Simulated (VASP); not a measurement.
# Au in VASP: single point with r2SCAN

Aim: the single point of Au with r2SCAN.

All numbers are computed with VASP 6.6.1; they aren't measurements. Logs are shortened: lines on timing, memory, paths and dates and some standing lists are left out, and cuts for length are marked.

## (1) The cell of the first run

The cell holds a slab with vacuum, 4 atoms: a = 2.916 Å, b = 2.916 Å, c = 23.186 Å, α = 90.00°, β = 90.00°, γ = 90.00°.

## (2) Single point, r2SCAN

The input, POSCAR:

```
Au
1.0
    2.9162060726      0.0000000000      0.0000000000
    0.0000000000      2.9162060726      0.0000000000
    0.0000000000      0.0000000000     23.1862072679
Au
4
Direct
    0.5000000000      0.5000000000      0.3665972577
    0.0000000000      0.0000000000      0.4555324192
    0.5000000000      0.5000000000      0.5439018803
    0.0000000000      0.0000000000      0.6310368592
```

The input, INCAR.step1:

```
PREC = Accurate
ENCUT = 520
ISMEAR = 0
SIGMA = 0.1
LREAL = F
LASPH = T
NELM = 80
LDIPOL = T
IDIPOL = 3
DIPOL = 0.5 0.5 0.499
NBANDS = 30
GGA = PE
ALGO = Normal
EDIFF = 1E-4
LWAVE = T
LCHARG = F
```

The input, INCAR.step2:

```
PREC = Accurate
ENCUT = 520
EDIFF = 1E-6
ISMEAR = 0
SIGMA = 0.1
LREAL = F
LASPH = T
NELM = 80
ALGO = Normal
ISIF = 2
LWAVE = F
LCHARG = T
LDIPOL = T
IDIPOL = 3
DIPOL = 0.5 0.5 0.499
METAGGA = R2SCAN
LMIXTAU = T
LELF = T
LVHAR = T
LVACPOTAV = T
NBANDS = 30
ISTART = 1
```

The input, KPOINTS:

```
regular mesh
0
Gamma
  10 10 1
```

Potentials or basis: VASP PAW PBE potentials, release 64 (Au).

The run is started by

```
$ cat potpaw_PBE.64/Au/POTCAR > POTCAR
$ cp INCAR.step1 INCAR
$ mpirun -np 1 vasp_std > vasp.out
$ cp INCAR.step2 INCAR
$ mpirun -np 1 vasp_std > vasp.out
```

OUTCAR:

```text
PREC = Accurate
   ENCUT = 520
   EDIFF = 1E-6
   ISMEAR = 0
   LREAL = F
   LASPH = T
   NELM = 80
   ISIF = 2
   METAGGA = R2SCAN
   ISTART = 1

 ion  position               nearest neighbor table
   1  0.500  0.500  0.367-   2 2.92   2 2.92   2 2.92   2 2.92
   2  0.000  0.000  0.456-   3 2.91   3 2.91   3 2.91   3 2.91   1 2.92   1 2.92   1 2.92   1 2.92

   3  0.500  0.500  0.544-   4 2.89   4 2.89   4 2.89   4 2.89   2 2.91   2 2.91   2 2.91   2 2.91

   4  0.000  0.000  0.631-   3 2.89   3 2.89   3 2.89   3 2.89

  LATTYP: Found a simple tetragonal cell.
 ALAT       =     2.9162060726
 C/A-ratio  =     7.9508123537

  Lattice vectors:

 A1 = (   2.9162060726,   0.0000000000,   0.0000000000)
 A2 = (   0.0000000000,   2.9162060726,   0.0000000000)
 A3 = (   0.0000000000,   0.0000000000,  23.1862072679)

Analysis of symmetry for initial positions (statically):
=====================================================================
 Subroutine PRICEL returns:
 Original cell was already a primitive cell.

 Routine SETGRP: Setting up the symmetry group for a
 simple tetragonal supercell.

 Subroutine GETGRP returns: Found  8 space group operations
 (whereof  8 operations were pure point group operations)
 out of a pool of 16 trial point group operations.

The static configuration has the point symmetry C_4v.

Analysis of symmetry for dynamics (positions and initial velocities):
=====================================================================
 Subroutine PRICEL returns:
 Original cell was already a primitive cell.

 Routine SETGRP: Setting up the symmetry group for a
 simple tetragonal supercell.

 Subroutine GETGRP returns: Found  8 space group operations
 (whereof  8 operations were pure point group operations)
 out of a pool of 16 trial point group operations.

The dynamic configuration has the point symmetry C_4v.

 Subroutine INISYM returns: Found  8 space group operations
 (whereof  8 operations are pure point group operations),
 and found     1 'primitive' translations

----------------------------------------------------------------------------------------

                                     Primitive cell

  volume of cell :     197.1815

  direct lattice vectors                    reciprocal lattice vectors
     2.916206073  0.000000000  0.000000000     0.342911295  0.000000000  0.000000000
     0.000000000  2.916206073  0.000000000     0.000000000  0.342911295  0.000000000
     0.000000000  0.000000000 23.186207268     0.000000000  0.000000000  0.043129089

  length of vectors
     2.916206073  2.916206073 23.186207268     0.342911295  0.342911295  0.043129089

  position of ions in fractional coordinates (direct lattice)
     0.500000000  0.500000000  0.366597258
     0.000000000  0.000000000  0.455532419
     0.500000000  0.500000000  0.543901880
     0.000000000  0.000000000  0.631036859

  ion indices of the primitive-cell ions
   primitive index   ion index
                 1           1
                 2           2
                 3           3
                 4           4

----------------------------------------------------------------------------------------

 KPOINTS: regular mesh

Automatic generation of k-mesh.
 Grid dimensions read from file:
 generate k-points for:   10   10    1

 Generating k-lattice:

  Cartesian coordinates                     Fractional coordinates (reciprocal lattice)
     0.034291129  0.000000000  0.000000000     0.100000000  0.000000000  0.000000000
     0.000000000  0.034291129  0.000000000     0.000000000  0.100000000  0.000000000
     0.000000000  0.000000000  0.043129089     0.000000000  0.000000000  1.000000000

  Length of vectors
     0.034291129  0.034291129  0.043129089

  Shift w.r.t. Gamma in fractional coordinates (k-lattice)
     0.000000000  0.000000000  0.000000000

 Subroutine IBZKPT returns following result:
 ===========================================

 Found     21 irreducible k-points:

 Following reciprocal coordinates:
            Coordinates               Weight
  0.000000  0.000000  0.000000      1.000000
  0.100000  0.000000  0.000000      4.000000
  0.200000  0.000000  0.000000      4.000000
  0.300000  0.000000  0.000000      4.000000
  0.400000  0.000000  0.000000      4.000000
  0.500000  0.000000  0.000000      2.000000
[... 13 lines left out ...]
  0.500000  0.400000  0.000000      4.000000
  0.500000  0.500000  0.000000      1.000000
   k-points           NKPTS =     21   k-points in BZ     NKDIM =     21   number of bands    NBANDS=     30
   number of dos      NEDOS =    301   number of ions     NIONS =      4
   total plane-waves  NPLWV = 103680
   dimension x,y,z NGX =    24 NGY =   24 NGZ =  180
   dimension x,y,z NGXF=    48 NGYF=   48 NGZF=  360
   ions per type =               4
   NGX,Y,Z   is equivalent  to a cutoff of  13.68, 13.68, 12.91 a.u.
   NGXF,Y,Z  is equivalent  to a cutoff of  27.36, 27.36, 25.81 a.u.
 SYSTEM =  unknown system
   PREC   = accura    normal or accurate (medium, high low for compatibility)
   ISTART =      1    job   : 0-new  1-cont  2-samecut
   ICHARG =      0    charge: 1-file 2-atom 10-const
   ISPIN  =      1    spin polarized calculation?
   LNONCOLLINEAR =      F non collinear calculations
   LSORBIT =      F    spin-orbit coupling
   LASPH  =      T    aspherical Exc in radial PAW
   ENCUT  =  520.0 eV  38.22 Ry    6.18 a.u.   5.42  5.42 43.11*2*pi/ulx,y,z
   NELM   =     80;   NELMIN=  2; NELMDL=  0     # of ELM steps
   EDIFF  = 0.1E-05   stopping-criterion for ELM
   LREAL  =      F    real-space projection
   EDIFFG = 0.1E-04   stopping-criterion for IOM
   NSW    =      0    number of steps for IOM
   IBRION =     -1    ionic relax: 0-MD 1-quasi-New 2-CG
   NFREE  =      0    steps in history (QN), initial steepest desc. (CG)
   ISIF   =      2    stress and relaxation
   ISYM   =      2    0-nonsym 1-usesym 2-fastsym
   POTIM  = 0.5000    time-step for ionic-motion
   TEBEG  =    0.0;   TEEND  =   0.0 temperature during run
   PSTRESS=    0.0 pullay stress
   NELECT =      44.0000    total number of electrons
   NUPDOWN=      -1.0000    fix difference up-down
   EMIN   =  10.00;   EMAX   =-10.00  energy-range for DOS
   EFERMI =   0.00;   METHOD = LEGACY
   ISMEAR =     0;   SIGMA  =   0.10  broadening in eV -4-tet -1-fermi 0-gaus
   EFERMI_NEDOS =   21; number of points for ismear=-14 and -15
   IALGO  =     38    algorithm
   IMIX   =      4    mixing-type and parameters
     AMIX     =   0.40;   BMIX     =  1.00
     AMIX_MAG =   1.60;   BMIX_MAG =  1.00
  volume/ion in A,a.u.               =      49.30       332.66
  Fermi-wavevector in a.u.,A,eV,Ry     =   0.992972  1.876445 13.415255  0.985993
  Thomas-Fermi vector in A             =   2.124821
   LORBIT       =      0    0 simple, 1 ext, 2 COOP (PROOUT), +10 PAW based schemes
   METAGGA = R2SCAN    functional components
   LHFCALC =     F    Hartree Fock is set to
   AEXX    =    0.0000 exact exchange contribution
   IVDW    =     0    specifies the selected vdW correction
   LEPSILON=     F    determine dielectric tensor
   LRPA    =     F    only Hartree local field effects (RPA)
 non-spin polarized calculation
 Gauss-broadening in eV      SIGMA  =   0.10
  energy-cutoff  :      520.00
  volume of cell :      197.18
 maximum number of plane-waves:      5375
 NGX is ok and might be reduce to    24
   NGX = 11   NGY = 11   NGZ = 87

 dipolmoment           0.000000      0.000000      0.007836 electrons x Angstroem

 number of electron      43.9999995 magnetization

 dipolmoment           0.000000      0.000000     -0.000982 electrons x Angstroem

 Free energy of the ion-electron system (eV)
  ---------------------------------------------------
  ext. energy  EPLUGINS =         0.00000000
  ---------------------------------------------------
  free energy    TOTEN  =      -201.25264956 eV

  energy without entropy =     -201.24502446  energy(sigma->0) =     -201.24883701

 E-fermi :  -0.0793     XC(G=0):  -5.4322

 val. band max:       -0.0815172198   @ k =   0.1000   0.0000   0.0000
 cond. band min:       0.0513348179   @ k =   0.3000   0.2000   0.0000
 fundamental gap:      0.1328520377
 Fermi energy:        -0.0793493921

 k-point     1 :       0.0000    0.0000    0.0000
  band No.  band energies     occupation
      1      -9.3006      2.00000
      2      -7.7249      2.00000
      3      -6.8310      2.00000
      4      -6.6919      2.00000
      5      -6.4681      2.00000
      6      -6.0173      2.00000
[... 22 lines left out ...]
     29       6.6733      0.00000
     30       8.5095      0.00000

 k-point     2 :       0.1000    0.0000    0.0000
  band No.  band energies     occupation
      1      -9.0789      2.00000
      2      -7.5464      2.00000
      3      -6.7029      2.00000
      4      -6.5451      2.00000
      5      -6.3251      2.00000
      6      -5.8909      2.00000
[... 22 lines left out ...]
     29       6.7754      0.00000
     30       8.6723      0.00000

 k-point     3 :       0.2000    0.0000    0.0000
  band No.  band energies     occupation
      1      -8.4727      2.00000
      2      -7.1924      2.00000
      3      -6.4651      2.00000
      4      -6.2222      2.00000
      5      -6.0381      2.00000
      6      -5.3039      2.00000
[... 22 lines left out ...]
     29       6.7326      0.00000
     30       7.7236      0.00000

 k-point     4 :       0.3000    0.0000    0.0000
  band No.  band energies     occupation
      1      -7.6985      2.00000
      2      -7.0268      2.00000
      3      -6.2777      2.00000
      4      -6.1686      2.00000
      5      -5.4155      2.00000
      6      -4.9113      2.00000
[... 517 lines left out ...]
     29       7.9641      0.00000
     30       8.1219      0.00000

 k-point    20 :       0.5000    0.4000    0.0000
  band No.  band energies     occupation
      1      -6.7119      2.00000
      2      -6.6776      2.00000
      3      -6.4899      2.00000
      4      -6.4825      2.00000
      5      -5.6865      2.00000
      6      -5.6290      2.00000
[... 22 lines left out ...]
     29       8.1955      0.00000
     30       8.2110      0.00000

 k-point    21 :       0.5000    0.5000    0.0000
  band No.  band energies     occupation
      1      -6.8248      2.00000
      2      -6.7881      2.00000
      3      -6.5558      2.00000
      4      -6.5558      2.00000
      5      -5.8049      2.00000
      6      -5.7437      2.00000
[... 22 lines left out ...]
     29       7.3099      0.00000
     30       7.3099      0.00000

------------------------ aborting loop because EDIFF is reached ----------------------------------------

  FORCE on cell =-STRESS in cart. coord.  units (eV):
  Direction    XX          YY          ZZ          XY          YZ          ZX
  --------------------------------------------------------------------------------------
  -------------------------------------------------------------------------------------
  Total       -2.2947181     -2.2947181     -0.2754230      0.0000000      0.0000000      0.0000000
  in kB      -18.6454898    -18.6454898     -2.2379203      0.0000000      0.0000000      0.0000000
  external PRESSURE =     -13.1763000 kB  Pullay stress =       0.0000000 kB

 VOLUME and BASIS-vectors are now :
 -----------------------------------------------------------------------------
  energy-cutoff  :      520.00
  volume of cell :      197.18
      direct lattice vectors                 reciprocal lattice vectors
     2.916206073  0.000000000  0.000000000     0.342911295  0.000000000  0.000000000
     0.000000000  2.916206073  0.000000000     0.000000000  0.342911295  0.000000000
     0.000000000  0.000000000 23.186207268     0.000000000  0.000000000  0.043129089

 POSITION                                       TOTAL-FORCE (eV/Angst)
 -----------------------------------------------------------------------------------
      1.45810      1.45810      8.50000         0.000000     -0.000000      0.143571
      0.00000      0.00000     10.56207         0.000000     -0.000000     -0.156591
      1.45810      1.45810     12.61102         0.000000     -0.000000     -0.001981
      0.00000      0.00000     14.63135         0.000000      0.000000      0.015002
 -----------------------------------------------------------------------------------
    total drift:                                0.000000     -0.000000     -0.000031

  FREE ENERGIE OF THE ION-ELECTRON SYSTEM (eV)
  ---------------------------------------------------
  free  energy   TOTEN  =      -201.2526495581 eV

  energy  without entropy=     -201.2450244649  energy(sigma->0) =     -201.24883701

 vacuum level on the upper side and lower side of the slab         4.895         4.916
```

Wall time 16 min (1 thread of Intel Xeon Platinum 8259CL at 2.50GHz (Skylake/Cascade Lake), shared host); peak memory 0.39 GiB.

What came out:

| Item | Value |
| --- | --- |
| Free energy | -201.2526 eV |
| Largest force | 0.157 eV/Å |
| Band gap on the k mesh | zero (bands 22 and 23 overlap by 4.33 eV) |

Forces on the atoms (eV/Å):
```
Au   0.000  0.000  0.144
Au   0.000  0.000 -0.157
Au   0.000  0.000 -0.002
Au   0.000  0.000  0.015
```

Levels at points of the mesh, in eV from the Fermi level:
| k point | band 19 | band 20 | band 21 | band 22 | band 23 | band 24 | band 25 | band 26 |
| --- | --- | --- | --- | --- | --- | --- | --- | --- |
| (0.00, 0.00, 0.00) | -2.63 | -2.24 | -2.12 | -1.98 | -1.98 | -0.40 | 1.55 | 5.00 |
| (0.50, 0.00, 0.00) | -2.21 | -2.21 | -0.27 | -0.25 | 0.15 | 0.19 | 2.45 | 2.46 |
| (0.50, 0.50, 0.00) | -1.42 | -1.38 | 2.35 | 2.35 | 4.75 | 4.75 | 5.14 | 5.15 |

Caveat: the PAW data sets were made with another functional, which shifts forces and pressure a little; spin-orbit coupling is left out, which moves the levels of the heavy elements.

The gap in the log of VASP goes by the Fermi energy; the results here count the filled bands.